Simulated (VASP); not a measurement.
# NaCl (Fm-3m) in VASP: relaxation of cell and atoms with LDA

Aim: the relaxation of cell and atoms of NaCl with LDA.

Everything below comes from runs of VASP 6.6.1. Logs are shortened: lines on timing, memory, paths and dates and some standing lists are left out, and cuts for length are marked.

## Step 1: The cell of the first run

It takes space group Fm-3m (No. 225, cubic). Conventional cell: a = 5.464 Å, b = 5.464 Å, c = 5.464 Å, α = 90.00°, β = 90.00°, γ = 90.00°. Within 3.6 Å of Na (site symmetry m-3m) lie 6 Cl at 2.73 Å. Within 3.6 Å of Cl (site symmetry m-3m) lie 6 Na at 2.73 Å.

## Step 2: Relaxation of cell and atoms, LDA, target pressure 15 GPa, at which the enthalpy is minimised

The input, INCAR:

```
SYSTEM = NaCl
ALGO     = Normal         ! electronic algorithm
EDIFF    = 1E-7           ! SCF threshold, eV
EDIFFG   = -0.002         ! ionic threshold
ENCUT    = 600            ! plane-wave cutoff, eV
GGA      = CA             ! functional
IBRION   = 2              ! ionic algorithm
ISIF     = 3              ! what is computed and relaxed
ISMEAR   = 0              ! smearing method
LASPH    = .True.         ! aspherical terms in the spheres
LCHARG   = .False.        ! write CHGCAR
LREAL    = .False.        ! projectors in reciprocal space
LWAVE    = .False.        ! write WAVECAR
NELM     = 100            ! most SCF steps
NSW      = 100            ! ionic steps
PREC     = Accurate       ! precision mode
PSTRESS  = 150.0        
SIGMA    = 0.01           ! smearing width, eV
```

The input, KPOINTS:

```
k-points
0
Gamma
  8 8 8
  0 0 0
```

The input, POSCAR:

```
NaCl
1.0
    2.7321942157      2.7321942157      0.0000000000
   -2.7321942157      2.7321942157      0.0000000000
    0.0000000000      2.7321942157      2.7321942157
Na Cl
1 1
Direct
    0.0000000000      0.0000000000      0.0000000000
    0.5000000000      0.5000000000      0.0000000000
```

Potentials or basis: VASP PAW LDA potentials, release 64 (Na_pv, Cl).

The run is started by

```sh
cat potpaw_LDA.64/Na_pv/POTCAR potpaw_LDA.64/Cl/POTCAR > POTCAR
mpirun -np 1 vasp_std > vasp.out
```

OUTCAR:

```text
SYSTEM = NaCl
   EDIFF = 1E-7
   EDIFFG = -0.002
   ENCUT = 600
   GGA = CA
   IBRION = 2
   ISIF = 3
   ISMEAR = 0
   LASPH = .True.
   LREAL = .False.
   NELM = 100
   NSW = 100
   PREC = Accurate
   PSTRESS = 150.0

 ion  position               nearest neighbor table
   1  0.000  0.000  0.000-
   2  0.500  0.500  0.000-

  LATTYP: Found a face centered cubic cell.
 ALAT       =     5.4643884314

  Lattice vectors:

 A1 = (   0.0000000000,   2.7321942157,   2.7321942157)
 A2 = (   2.7321942157,   0.0000000000,   2.7321942157)
 A3 = (   2.7321942157,   2.7321942157,   0.0000000000)

Analysis of symmetry for initial positions (statically):
=====================================================================
 Subroutine PRICEL returns:
 Original cell was already a primitive cell.

 Routine SETGRP: Setting up the symmetry group for a
 face centered cubic supercell.

 Subroutine GETGRP returns: Found 48 space group operations
 (whereof 48 operations were pure point group operations)
 out of a pool of 48 trial point group operations.

The static configuration has the point symmetry O_h .

Analysis of symmetry for dynamics (positions and initial velocities):
=====================================================================
 Subroutine PRICEL returns:
 Original cell was already a primitive cell.

 Routine SETGRP: Setting up the symmetry group for a
 face centered cubic supercell.

 Subroutine GETGRP returns: Found 48 space group operations
 (whereof 48 operations were pure point group operations)
 out of a pool of 48 trial point group operations.

The dynamic configuration has the point symmetry O_h .

 Subroutine INISYM returns: Found 48 space group operations
 (whereof 48 operations are pure point group operations),
 and found     1 'primitive' translations

----------------------------------------------------------------------------------------

                                     Primitive cell

  volume of cell :      40.7910

  direct lattice vectors                    reciprocal lattice vectors
     2.732194216  2.732194216  0.000000000     0.183003096  0.183003096 -0.183003096
    -2.732194216  2.732194216  0.000000000    -0.183003096  0.183003096 -0.183003096
     0.000000000  2.732194216  2.732194216     0.000000000  0.000000000  0.366006192

  length of vectors
     3.863906115  3.863906115  3.863906115     0.316970660  0.316970660  0.366006192

  position of ions in fractional coordinates (direct lattice)
     0.000000000  0.000000000  0.000000000
     0.500000000  0.500000000  0.000000000

  ion indices of the primitive-cell ions
   primitive index   ion index
                 1           1
                 2           2

[... 74 lines left out ...]
   NSW    =    100    number of steps for IOM
   IBRION =      2    ionic relax: 0-MD 1-quasi-New 2-CG
   NFREE  =      1    steps in history (QN), initial steepest desc. (CG)
   ISIF   =      3    stress and relaxation
   ISYM   =      2    0-nonsym 1-usesym 2-fastsym
   POTIM  = 0.5000    time-step for ionic-motion
   TEBEG  =    0.0;   TEEND  =   0.0 temperature during run
   PSTRESS=  150.0 pullay stress
   NELECT =      14.0000    total number of electrons
   NUPDOWN=      -1.0000    fix difference up-down
   EMIN   =  10.00;   EMAX   =-10.00  energy-range for DOS
   EFERMI =   0.00;   METHOD = LEGACY
   ISMEAR =     0;   SIGMA  =   0.01  broadening in eV -4-tet -1-fermi 0-gaus
   EFERMI_NEDOS =   21; number of points for ismear=-14 and -15
   IALGO  =     38    algorithm
   IMIX   =      4    mixing-type and parameters
     AMIX     =   0.40;   BMIX     =  1.00
     AMIX_MAG =   1.60;   BMIX_MAG =  1.00
  volume/ion in A,a.u.               =      20.40       137.64
  Fermi-wavevector in a.u.,A,eV,Ry     =   1.146206  2.166015 17.875168  1.313788
  Thomas-Fermi vector in A             =   2.282891
   LORBIT       =      0    0 simple, 1 ext, 2 COOP (PROOUT), +10 PAW based schemes
   GGA     = CA    functional components
   LHFCALC =     F    Hartree Fock is set to
   AEXX    =    0.0000 exact exchange contribution
   IVDW    =     0    specifies the selected vdW correction
   LEPSILON=     F    determine dielectric tensor
   LRPA    =     F    only Hartree local field effects (RPA)
 conjugate gradient relaxation of ions
 non-spin polarized calculation
 Gauss-broadening in eV      SIGMA  =   0.01
  energy-cutoff  :      600.00
  volume of cell :       40.79
 maximum number of plane-waves:      1380
   NGX = 15   NGY = 15   NGZ = 15

--------------------------------------- Ionic step        1  -------------------------------------------

 number of electron      14.0000003 magnetization

 Free energy of the ion-electron system (eV)
  ---------------------------------------------------
  ext. energy  EPLUGINS =         0.00000000
  ---------------------------------------------------
  free energy    TOTEN  =        -7.38939264 eV

  energy without entropy =       -7.38939264  energy(sigma->0) =       -7.38939264

 E-fermi :  -0.3080     XC(G=0):  -9.1377

 val. band max:       -0.3580856420   @ k =   0.0000   0.0000   0.0000
 cond. band min:       4.7228879579   @ k =   0.0000   0.0000   0.0000
 fundamental gap:      5.0809735999
 Fermi energy:        -0.3080445349

 k-point     1 :       0.0000    0.0000    0.0000
  band No.  band energies     occupation
      1     -20.9854      2.00000
      2     -20.9854      2.00000
      3     -20.9854      2.00000
      4     -13.1815      2.00000
      5      -0.3581      2.00000
      6      -0.3581      2.00000
      7      -0.3581      2.00000
      8       4.7229      0.00000
      9      10.5714      0.00000
     10      10.5714      0.00000
     11      10.5714      0.00000
[... 431 lines left out ...]
  energy  without entropy=       -7.0503224237  energy(sigma->0) =       -7.05032242

  enthalpy is  TOTEN    =        -4.0895605542 eV   P V=        2.9607618695

[... ionic steps 4 to 14 ...]

--------------------------------------- Ionic step       15  -------------------------------------------

 number of electron      13.9999998 magnetization

------------------------ aborting loop because EDIFF is reached ----------------------------------------
[... 71 lines left out ...]
--------------------------------------- Ionic step       17  -------------------------------------------

 number of electron      13.9999998 magnetization

 Free energy of the ion-electron system (eV)
  ---------------------------------------------------
  ext. energy  EPLUGINS =         0.00000000
  ---------------------------------------------------
  free energy    TOTEN  =        -7.05240995 eV

  energy without entropy =       -7.05240995  energy(sigma->0) =       -7.05240995

 E-fermi :   1.7182     XC(G=0): -10.3188

 val. band max:        1.6634876472   @ k =   0.0000   0.0000   0.0000
 cond. band min:       8.0932862277   @ k =   0.0000   0.0000   0.0000
 fundamental gap:      6.4297985804
 Fermi energy:         1.7182459512

 k-point     1 :       0.0000    0.0000    0.0000
  band No.  band energies     occupation
      1     -18.8019      2.00000
      2     -18.8019      2.00000
      3     -18.8019      2.00000
      4     -12.0549      2.00000
      5       1.6635      2.00000
      6       1.6635      2.00000
      7       1.6635      2.00000
      8       8.0933      0.00000
      9      12.6360      0.00000
     10      12.6360      0.00000
     11      12.6360      0.00000
[... 355 lines left out ...]
  energy  without entropy=       -7.0524099457  energy(sigma->0) =       -7.05240995

  enthalpy is  TOTEN    =        -4.0895662240 eV   P V=        2.9628437216

 reached required accuracy - stopping structural energy minimisation
```

CONTCAR:

```text
NaCl
   1.00000000000000
     2.5105335188863105    2.5105335188863105    0.0000000000000000
    -2.5105335188863105    2.5105335188863105    0.0000000000000000
     0.0000000000000000    2.5105335188863105    2.5105335188863105
  Na              Cl
     1     1
Direct
     0.0000000000000000    1.0000000000000000    0.0000000000000000
     0.5000000000000000    0.5000000000000000    1.0000000000000000

  0.00000000E+00  0.00000000E+00  0.00000000E+00
  0.00000000E+00  0.00000000E+00  0.00000000E+00
```

Run time: 35 s. Hardware: 1 thread of Intel Xeon 6975P-C (Granite Rapids), shared host; peak memory 0.16 GiB.

Results:

```yaml
Free_energy: -7.0524 eV
Relaxed_volume: 15.82 Å³/atom
Relaxed_cell: a = 3.550 Å, b = 3.550 Å, c = 3.550 Å, α = 60.00°, β = 60.00°, γ = 90.00°
Space_group_after_relaxing_to_0.1_Å: Fm-3m (No. 225)
Energy_change_on_relaxing_the_run_minimises_the_enthalpy: +168.5 meV/atom
Ionic_steps: 17
Pressure_after_relaxing: 15.0 GPa
Band_gap_on_the_k_mesh: 6.43 eV
```

The path:
```csv
step,energy change (eV),largest force (eV/Å),pressure (GPa),volume (Å³)
1,0.0000,0.0000,0.03,40.79
2,0.4524,0.0000,18.61,30.54
3,0.3391,0.0000,15.07,31.62
4,0.3235,0.0000,14.56,31.79
5,0.3239,0.0000,14.59,31.79
6,0.3251,0.0000,14.63,31.77
7,0.3252,0.0000,14.63,31.77
8,0.3252,0.0000,14.62,31.77
9,0.3253,0.0000,14.62,31.77
10,0.3255,0.0000,14.65,31.77
11,0.3260,0.0000,14.66,31.77
12,0.3269,0.0000,14.68,31.76
13,0.3286,0.0000,14.75,31.74
14,0.3322,0.0000,14.87,31.70
15,0.3393,0.0000,15.09,31.62
16,0.3364,0.0000,14.98,31.65
17,0.3370,0.0000,15.01,31.65
```

Final structure:
```yaml
crystal:
  lattice:
    - [2.51053, 2.51053, 0.00000]
    - [-2.51053, 2.51053, 0.00000]
    - [0.00000, 2.51053, 2.51053]
  atoms:
    - { symbol: Na, position: [0.00000, 0.00000, 0.00000] }
    - { symbol: Cl, position: [0.50000, 0.50000, 0.00000] }
```

Levels at points of the mesh, in eV from the valence-band top:
| k point | band 3 | band 4 | band 5 | band 6 | band 7 | band 8 | band 9 | band 10 | band 11 |
| --- | --- | --- | --- | --- | --- | --- | --- | --- | --- |
| (0.00, 0.00, 0.00) | -20.47 | -13.72 | 0.00 | 0.00 | 0.00 | 6.43 | 10.97 | 10.97 | 10.97 |
| (0.50, 0.00, 0.00) | -20.47 | -12.76 | -3.38 | -0.57 | -0.57 | 7.42 | 11.41 | 11.41 | 13.37 |
| (0.50, 0.50, 0.00) | -20.50 | -12.73 | -2.90 | -1.06 | -1.06 | 7.11 | 8.13 | 13.74 | 16.32 |

Caveat: the cell is relaxed towards a set pressure, so the run minimises the enthalpy, not the energy; the volume moved by over 15 % at a fixed basis, so the end points are rough. LDA usually gives volumes a few per cent too small.
